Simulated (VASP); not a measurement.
TiB4, 5 atoms in the cell. Symmetry: P-43m, No. 215, cubic system. The conventional cell has a = 3.748 Å, b = 3.748 Å, c = 3.748 Å, α = 90.00°, β = 90.00°, γ = 90.00°. Within 2.9 Å of Ti (site symmetry -43m) lie 4 B at 2.19 Å. B (site symmetry 3m) has 3 B at 1.73 Å and 1 Ti at 2.19 Å within 2.3 Å. 

```yaml
Program: VASP 6.6.1
Task: single point
Functional: PBE
Potentials_or_basis: VASP PAW PBE potentials, release 64 (Ti_sv, B)
Cutoff: 520 eV
k_mesh: 10 × 10 × 10
Occupations: gaussian, width 0.1 eV
Spin: no spin polarisation
Dipole_correction: no
Further_INCAR_settings: ALGO = Normal; EDIFF = 1e-07; NBANDS = 20
```

Potentials or basis: VASP PAW PBE potentials, release 64 (Ti_sv, B).

Run with:

```sh
$ cat potpaw_PBE.64/Ti_sv/POTCAR potpaw_PBE.64/B/POTCAR > POTCAR
$ mpirun -np 1 vasp_std > vasp.out
```

Hardware: 1 thread of AMD EPYC 7R43 64-Core Processor (Zen 3), with other jobs on the host.

How long does it take, and how much memory?

It took 49 s on 1 thread of AMD EPYC 7R43 64-Core Processor (Zen 3), with other jobs on the host, peak memory 0.16 GiB. Counts: scf iterations 16, k points 56.
